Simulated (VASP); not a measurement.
# ZnS (P3m1) in VASP: a series of runs, part 2 of 2

VASP 6.6.1. The steps go on from the part before.

## 3. Electric field gradients, PBE (19.92 Å³/atom)

This run uses another cell than the first one, of 19.92 Å³/atom.

Contents of INCAR:

```
SYSTEM = ZnS
ALGO = Normal
EDIFF = 1E-8
ENCUT = 520
GGA = PE
ISIF = 2
ISMEAR = -1
LASPH = .True.
LCHARG = .False.
LEFG = .True.
LREAL = Auto
LWAVE = .False.
NBANDS = 86
NELM = 100
PREC = Accurate
SIGMA = 0.02
```

Contents of KPOINTS:

```
k-points
0
Gamma
  8 8 2
  0 0 0
```

Contents of POSCAR:

```
ZnS
1.0
    3.8302880604      0.0000000000      0.0000000000
   -1.9151440302      3.3171267641      0.0000000000
    0.0000000000      0.0000000000     25.0809454976
Zn S
8 8
Direct
    0.3333333333      0.6666666667      0.1251184100
    0.0000000000      0.0000000000      0.0001589700
    0.6666666667      0.3333333333      0.6250474700
    0.6666666667      0.3333333333      0.8751387000
    0.0000000000      0.0000000000      0.7500222700
    0.3333333333      0.6666666667      0.5000781600
    0.0000000000      0.0000000000      0.3750879400
    0.6666666667      0.3333333333      0.2501284900
    0.6666666667      0.3333333333      0.3437219900
    0.6666666667      0.3333333333      0.7185811600
    0.3333333333      0.6666666667      0.2187340500
    0.0000000000      0.0000000000      0.8436723900
    0.6666666667      0.3333333333      0.9688127500
    0.0000000000      0.0000000000      0.0937260600
    0.3333333333      0.6666666667      0.5936859800
    0.0000000000      0.0000000000      0.4686862100
```

Potentials or basis: VASP PAW PBE potentials, release 64 (Zn, S).

Run with:

```console
cat potpaw_PBE.64/Zn/POTCAR potpaw_PBE.64/S/POTCAR > POTCAR
mpirun -np 1 vasp_std > vasp.out
```

OUTCAR:

```text
SYSTEM = ZnS
   EDIFF = 1E-8
   ENCUT = 520
   GGA = PE
   ISIF = 2
   ISMEAR = -1
   LASPH = .True.
   LREAL = Auto
   NELM = 100
   PREC = Accurate

 ion  position               nearest neighbor table
   1  0.333  0.667  0.125-  14 2.35  14 2.35  14 2.35  11 2.35
   2  0.000  0.000  0.000-  14 2.35  13 2.35  13 2.35  13 2.35
   3  0.667  0.333  0.625-  10 2.35  15 2.35  15 2.35  15 2.35
   4  0.667  0.333  0.875-  12 2.35  12 2.35  12 2.35  13 2.35
   5  0.000  0.000  0.750-  10 2.35  10 2.35  10 2.35  12 2.35
   6  0.333  0.667  0.500-  16 2.35  16 2.35  16 2.35  15 2.35
[... 8 lines left out ...]
  15  0.333  0.667  0.594-   3 2.35   3 2.35   3 2.35   6 2.35
  16  0.000  0.000  0.469-   6 2.35   6 2.35   6 2.35   7 2.35

  LATTYP: Found a hexagonal cell.
 ALAT       =     3.8302880604
 C/A-ratio  =     6.5480572485
[... 2017 lines left out ...]
---------------------------------------------------------------------

 Electric field gradients after diagonalization (V/A^2)
 (convention: |V_zz| > |V_xx| > |V_yy|)
----------------------------------------------------------------------
 ion       V_xx      V_yy      V_zz     asymmetry (V_yy - V_xx)/ V_zz
----------------------------------------------------------------------
   1      -0.040    -0.028     0.068       0.176
   2      -0.217    -0.210     0.427       0.015
   3       0.058     0.046    -0.105       0.115
   4       0.239     0.227    -0.467       0.026
   5       0.415     0.409    -0.824       0.007
   6      -0.016    -0.004     0.020       0.604
[... 8 lines left out ...]
  15      -0.427    -0.426     0.853       0.001
  16      -0.447    -0.446     0.893       0.001
----------------------------------------------------------------------

           NMR quadrupolar parameters

 Cq : quadrupolar parameter    Cq=e*Q*V_zz/h
 eta: asymmetry parameters     (V_yy - V_xx)/ V_zz
 Q  : nuclear electric quadrupole moment in mb (millibarn)
----------------------------------------------------------------------
 ion       Cq(MHz)       eta       Q (mb)
----------------------------------------------------------------------
   1       0.000       0.176       1.000
   2       0.001       0.015       1.000
   3      -0.000       0.115       1.000
   4      -0.001       0.026       1.000
   5      -0.002       0.007       1.000
   6       0.000       0.604       1.000
[... 8 lines left out ...]
  15       0.002       0.001       1.000
  16       0.002       0.001       1.000
----------------------------------------------------------------------
```

OSZICAR:

```text
N       E                     dE             d eps       ncg     rms          rms(c)
DAV:   1     0.134987741418E+04    0.13499E+04   -0.64201E+04  3440   0.202E+03
DAV:   2     0.177917274586E+03   -0.11720E+04   -0.11269E+04  3440   0.499E+02
[... 24 lines left out ...]
DAV:  27    -0.547985103040E+02   -0.43412E-07   -0.27738E-07  3752   0.235E-03    0.241E-03
DAV:  28    -0.547985103355E+02   -0.31483E-07   -0.54397E-09  2080   0.112E-03    0.238E-03
DAV:  29    -0.547985103610E+02   -0.25544E-07   -0.25544E-09  2080   0.105E-03    0.247E-03
DAV:  30    -0.547985103040E+02    0.57042E-07   -0.11549E-08  2152   0.110E-03    0.195E-03
DAV:  31    -0.547985102883E+02    0.15661E-07   -0.13726E-08  2104   0.467E-04    0.172E-03
DAV:  32    -0.547985102998E+02   -0.11431E-07   -0.18107E-09  2080   0.313E-04    0.171E-03
DAV:  33    -0.547985102996E+02    0.13461E-09   -0.39417E-10  2062   0.980E-05
   1 F= -.54798510E+02 E0= -.54798510E+02  d E =-.311916E-10
```

stdout:

```text
POSCAR found type information on POSCAR ZnS
 POSCAR found :  2 types and      16 ions
 scaLAPACK will be used
 LDA part: xc-table for (Slater+PW92), standard interpolation
 POSCAR, INCAR and KPOINTS ok, starting setup
 FFT: planning ... GRIDC
 FFT: planning ... GRID_SOFT
 FFT: planning ... GRID
 WAVECAR not read
 entering main loop
ion   1

ion   2

ion   3

ion   4

ion   5

ion   6

ion   7

ion   8

ion   9

ion  10

ion  11

ion  12

ion  13

ion  14

ion  15

ion  16
```

Wall time 32 min (1 thread of Oxide Virtual Turin-like, shared host); peak memory 0.55 GiB.

Results:

```yaml
Free_energy: -54.7985 eV
Pressure: 1.1 GPa
Largest_force: 0.014 eV/Å
Band_gap_on_the_k_mesh: 2.08 eV
Largest_electric_field_gradient_by_atom: Zn +0.1, +0.4, -0.1, -0.5, -0.8, +0.0, -0.0 (each value once); S +0.8, +1.3, +0.9, +2.9, +2.3 (each value once) V/Å²
```

Forces on the atoms (eV/Å):
```
Zn   0.000  0.000 -0.005
Zn   0.000  0.000 -0.002
Zn   0.000  0.000 -0.014
Zn   0.000  0.000  0.000
Zn   0.000  0.000 -0.010
Zn   0.000  0.000 -0.007
Zn   0.000  0.000 -0.006
Zn   0.000  0.000 -0.009
S    0.000  0.000  0.006
S    0.000  0.000  0.003
S    0.000  0.000  0.005
S    0.000  0.000  0.008
S    0.000  0.000  0.008
S    0.000  0.000  0.012
S    0.000  0.000  0.003
S    0.000  0.000  0.008
```

Electric field gradients, principal values (V/Å²):
```csv
atom,least,middle,greatest (by size)
1 Zn,-0.028,-0.040,0.068
2 Zn,-0.210,-0.217,0.427
3 Zn,0.046,0.058,-0.105
4 Zn,0.227,0.239,-0.467
5 Zn,0.409,0.415,-0.824
6 Zn,-0.004,-0.016,0.020
7 Zn,-0.020,-0.026,0.047
8 Zn,0.011,0.023,-0.034
9 S,-0.418,-0.419,0.837
10 S,-0.630,-0.632,1.262
11 S,-0.466,-0.467,0.933
12 S,-1.437,-1.437,2.874
13 S,-1.166,-1.167,2.333
14 S,-0.454,-0.455,0.909
15 S,-0.426,-0.427,0.853
16 S,-0.446,-0.447,0.893
```

Caveat: without QUAD_EFG the Cq values of the log hold for a quadrupole moment of 1 mb, not for the nuclei. A k mesh can miss the band edges.

## 4. Electric field gradients, PBE (19.92 Å³/atom)

This run uses another cell than the first one, of 19.92 Å³/atom.

Contents of INCAR:

```
ALGO     = Normal         # electronic algorithm
EDIFF    = 1E-8           # SCF threshold, eV
ENCUT    = 520            # plane-wave cutoff, eV
GGA      = PE             # functional
ISIF     = 2              # what is computed and relaxed
ISMEAR   = -1             # smearing method
LASPH    = T              # aspherical terms in the spheres
LCHARG   = F              # write CHGCAR
LEFG     = T            
LREAL    = Auto         
LWAVE    = F              # write WAVECAR
NBANDS   = 86             # bands
NELM     = 100            # most SCF steps
PREC     = Accurate       # precision mode
SIGMA    = 0.02           # smearing width, eV
```

Contents of KPOINTS:

```
k-points
0
Gamma
  8 8 2
```

POSCAR is that of step 3.

Potentials or basis: VASP PAW PBE potentials, release 64 (Zn, S).

Run with:

```console
cat potpaw_PBE.64/Zn/POTCAR potpaw_PBE.64/S/POTCAR > POTCAR
mpirun -np 1 vasp_std > vasp.out
```

OUTCAR:

```text
EDIFF = 1E-8
   ENCUT = 520
   GGA = PE
   ISIF = 2
   ISMEAR = -1
   LASPH = T
   LREAL = Auto
   NELM = 100
   PREC = Accurate

 ion  position               nearest neighbor table
   1  0.333  0.667  0.125-  14 2.35  14 2.35  14 2.35  11 2.35
   2  0.000  0.000  0.000-  14 2.35  13 2.35  13 2.35  13 2.35
   3  0.667  0.333  0.625-  10 2.35  15 2.35  15 2.35  15 2.35
   4  0.667  0.333  0.875-  12 2.35  12 2.35  12 2.35  13 2.35
   5  0.000  0.000  0.750-  10 2.35  10 2.35  10 2.35  12 2.35
   6  0.333  0.667  0.500-  16 2.35  16 2.35  16 2.35  15 2.35
[... 8 lines left out ...]
  15  0.333  0.667  0.594-   3 2.35   3 2.35   3 2.35   6 2.35
  16  0.000  0.000  0.469-   6 2.35   6 2.35   6 2.35   7 2.35

  LATTYP: Found a hexagonal cell.
 ALAT       =     3.8302880604
 C/A-ratio  =     6.5480572485

  Lattice vectors:

 A1 = (   3.8302880604,   0.0000000000,   0.0000000000)
 A2 = (  -1.9151440302,   3.3171267641,   0.0000000000)
 A3 = (   0.0000000000,   0.0000000000,  25.0809454976)

Analysis of symmetry for initial positions (statically):
=====================================================================
[... 1984 lines left out ...]
  free  energy   TOTEN  =       -54.7985102996 eV

  energy  without entropy=      -54.7985102996  energy(sigma->0) =      -54.79851030

 Electric field gradients (V/A^2)
---------------------------------------------------------------------
 ion       V_xx      V_yy      V_zz      V_xy      V_xz      V_yz
---------------------------------------------------------------------
   1      -0.037    -0.031     0.068     0.005    -0.000     0.000
   2      -0.215    -0.212     0.427     0.003     0.000    -0.000
   3       0.049     0.055    -0.105     0.005     0.000    -0.000
   4       0.230     0.236    -0.467     0.005     0.000    -0.000
   5       0.411     0.414    -0.824     0.003    -0.000     0.000
   6      -0.013    -0.007     0.020     0.005     0.000    -0.000
[... 8 lines left out ...]
  15      -0.426    -0.427     0.853    -0.000     0.000    -0.000
  16      -0.447    -0.446     0.893     0.000     0.000    -0.000
---------------------------------------------------------------------

 Electric field gradients after diagonalization (V/A^2)
 (convention: |V_zz| > |V_xx| > |V_yy|)
----------------------------------------------------------------------
 ion       V_xx      V_yy      V_zz     asymmetry (V_yy - V_xx)/ V_zz
----------------------------------------------------------------------
   1      -0.040    -0.028     0.068       0.176
   2      -0.217    -0.210     0.427       0.015
   3       0.058     0.046    -0.105       0.115
   4       0.239     0.227    -0.467       0.026
   5       0.415     0.409    -0.824       0.007
   6      -0.016    -0.004     0.020       0.604
[... 8 lines left out ...]
  15      -0.427    -0.426     0.853       0.001
  16      -0.447    -0.446     0.893       0.001
----------------------------------------------------------------------

           NMR quadrupolar parameters

 Cq : quadrupolar parameter    Cq=e*Q*V_zz/h
 eta: asymmetry parameters     (V_yy - V_xx)/ V_zz
 Q  : nuclear electric quadrupole moment in mb (millibarn)
----------------------------------------------------------------------
 ion       Cq(MHz)       eta       Q (mb)
----------------------------------------------------------------------
   1       0.000       0.176       1.000
   2       0.001       0.015       1.000
   3      -0.000       0.115       1.000
   4      -0.001       0.026       1.000
   5      -0.002       0.007       1.000
   6       0.000       0.604       1.000
[... 8 lines left out ...]
  15       0.002       0.001       1.000
  16       0.002       0.001       1.000
----------------------------------------------------------------------
```

OSZICAR:

```text
N       E                     dE             d eps       ncg     rms          rms(c)
DAV:   1     0.134987741418E+04    0.13499E+04   -0.64201E+04  3440   0.202E+03
DAV:   2     0.177917274586E+03   -0.11720E+04   -0.11269E+04  3440   0.499E+02
[... 24 lines left out ...]
DAV:  27    -0.547985103040E+02   -0.43412E-07   -0.27738E-07  3752   0.235E-03    0.241E-03
DAV:  28    -0.547985103355E+02   -0.31483E-07   -0.54397E-09  2080   0.112E-03    0.238E-03
DAV:  29    -0.547985103610E+02   -0.25544E-07   -0.25544E-09  2080   0.105E-03    0.247E-03
DAV:  30    -0.547985103040E+02    0.57042E-07   -0.11549E-08  2152   0.110E-03    0.195E-03
DAV:  31    -0.547985102883E+02    0.15661E-07   -0.13726E-08  2104   0.467E-04    0.172E-03
DAV:  32    -0.547985102998E+02   -0.11431E-07   -0.18107E-09  2080   0.313E-04    0.171E-03
DAV:  33    -0.547985102996E+02    0.13461E-09   -0.39417E-10  2062   0.980E-05
   1 F= -.54798510E+02 E0= -.54798510E+02  d E =-.311916E-10
```

stdout:

```text
POSCAR found type information on POSCAR ZnS
 POSCAR found :  2 types and      16 ions
 scaLAPACK will be used
 LDA part: xc-table for (Slater+PW92), standard interpolation
 POSCAR, INCAR and KPOINTS ok, starting setup
 FFT: planning ... GRIDC
 FFT: planning ... GRID_SOFT
 FFT: planning ... GRID
 WAVECAR not read
 entering main loop
ion   1

ion   2

ion   3

ion   4

ion   5

ion   6

ion   7

ion   8

ion   9

ion  10

ion  11

ion  12

ion  13

ion  14

ion  15

ion  16
```

Run time: 37 min. Hardware: 1 thread of Oxide Virtual Turin-like, shared host; peak memory 0.56 GiB.

What came out:

```yaml
Free_energy: -54.7985 eV
Pressure: 1.1 GPa
Largest_force: 0.014 eV/Å
Band_gap_on_the_k_mesh: 2.08 eV
Largest_electric_field_gradient_by_atom: Zn +0.1, +0.4, -0.1, -0.5, -0.8, +0.0, -0.0 (each value once); S +0.8, +1.3, +0.9, +2.9, +2.3 (each value once) V/Å²
```

Forces on the atoms (eV/Å):
```
Zn   0.000  0.000 -0.005
Zn   0.000  0.000 -0.002
Zn   0.000  0.000 -0.014
Zn   0.000  0.000  0.000
Zn   0.000  0.000 -0.010
Zn   0.000  0.000 -0.007
Zn   0.000  0.000 -0.006
Zn   0.000  0.000 -0.009
S    0.000  0.000  0.006
S    0.000  0.000  0.003
S    0.000  0.000  0.005
S    0.000  0.000  0.008
S    0.000  0.000  0.008
S    0.000  0.000  0.012
S    0.000  0.000  0.003
S    0.000  0.000  0.008
```

Electric field gradients, principal values (V/Å²):
| atom | least | middle | greatest (by size) |
| --- | --- | --- | --- |
| 1 Zn | -0.028 | -0.040 | 0.068 |
| 2 Zn | -0.210 | -0.217 | 0.427 |
| 3 Zn | 0.046 | 0.058 | -0.105 |
| 4 Zn | 0.227 | 0.239 | -0.467 |
| 5 Zn | 0.409 | 0.415 | -0.824 |
| 6 Zn | -0.004 | -0.016 | 0.020 |
| 7 Zn | -0.020 | -0.026 | 0.047 |
| 8 Zn | 0.011 | 0.023 | -0.034 |
| 9 S | -0.418 | -0.419 | 0.837 |
| 10 S | -0.630 | -0.632 | 1.262 |
| 11 S | -0.466 | -0.467 | 0.933 |
| 12 S | -1.437 | -1.437 | 2.874 |
| 13 S | -1.166 | -1.167 | 2.333 |
| 14 S | -0.454 | -0.455 | 0.909 |
| 15 S | -0.426 | -0.427 | 0.853 |
| 16 S | -0.446 | -0.447 | 0.893 |

Caveat: without QUAD_EFG the Cq values of the log hold for a quadrupole moment of 1 mb, not for the nuclei. A k mesh can miss the band edges.
